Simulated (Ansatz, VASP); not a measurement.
## Two plane-wave programs on SnMo

```
Sn Mo
1.0
     0.00000    2.92431    2.92431
     2.92431    0.00000    2.92431
     2.92431    2.92431    0.00000
Sn Mo
1 1
Direct
  0.75000 0.75000 0.75000
  0.00000 0.00000 0.00000
```

Change from the starting cell: species swapped into the BeTe type (F-43m, No. 216).

Alike in both runs: task single point; functional PBE; k mesh 6 × 6 × 6; occupations gaussian, width 0.1 eV; no spin polarisation.

|  | VASP | Ansatz |
| --- | --- | --- |
| version | VASP 6.6.1 | Ansatz 0.2.0 |
| potentials or method | VASP PAW PBE potentials, release 64 (Sn_d, Mo_sv), cutoff 520 eV | scalar-relativistic, plane waves, PAW |
| valence electrons in the cell | 28 | 28 |

```csv
,VASP,Ansatz,Ansatz less VASP
gap on the k mesh at the Fermi level (eV),none,none,-
pressure (GPa),15.3,15.2,-0.13
```

A gap of «none» marks a metal or a gap that the smearing closes. With one functional, cell and mesh, what is left measures potentials, basis and numerics.
